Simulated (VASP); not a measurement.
A run of VASP 6.6.1 is set up as follows.

File INCAR:

```
PREC     = Accurate       # precision mode
ENCUT    = 520            # plane-wave cutoff, eV
EDIFF    = 1E-6           # SCF threshold, eV
ISMEAR   = 0              # smearing method
SIGMA    = 0.1            # smearing width, eV
LREAL    = False          # projectors in reciprocal space
LASPH    = True           # aspherical terms in the spheres
NELM     = 150            # most SCF steps
ALGO     = Normal         # electronic algorithm
ISIF     = 2              # what is computed and relaxed
LWAVE    = False          # write WAVECAR
LCHARG   = True           # write CHGCAR
ISPIN    = 2              # spin polarisation
MAGMOM   = 1 1 1 0 0 0 0 0 # initial moments
LORBIT   = 11             # projections on sites
LMAXMIX  = 4              # l up to which the mixer works
GGA      = PE             # functional
LELF     = True           # ELF
LVHAR    = True         
NBANDS   = 48             # bands
```

Contents of KPOINTS:

```
regular mesh
0
Gamma
  4 4 2
```

The input POSCAR:

```
Ti3Al3Cu2
1.0
    3.9795295762      0.0000000000      0.0000000000
    0.0000000000      3.9826327376      0.0000000000
    0.0000000000      0.0000000000      7.5927646621
Ti Al Cu
3 3 2
Direct
    0.5000000000      0.5000000000      0.7444668904
    0.5000000000      0.5000000000      0.2555331096
    0.0000000000      0.5000000000      0.0000000000
    0.0000000000      0.5000000000      0.5000000000
    0.5000000000      0.0000000000      0.0000000000
    0.5000000000      0.0000000000      0.5000000000
    0.0000000000      0.0000000000      0.7482337667
    0.0000000000      0.0000000000      0.2517662333
```

Potentials or basis: VASP PAW PBE potentials, release 64 (Ti_sv, Al, Cu).

Run with:

```console
$ cat potpaw_PBE.64/Ti_sv/POTCAR potpaw_PBE.64/Al/POTCAR potpaw_PBE.64/Cu/POTCAR > POTCAR
$ mpirun -np 1 vasp_std > vasp.out
```

(1) Predict the net moment.

(2) What does it give for the site moments?

(3) Estimate the largest force.

Answers

(1) 0.77 μB per cell.

(2) Ti +0.10, +0.41; Al -0.01, +0.00; Cu +0.01 μB.

(3) 0.024 eV/Å.

Caveat: the k points lie up to 0.41 Å⁻¹ apart.
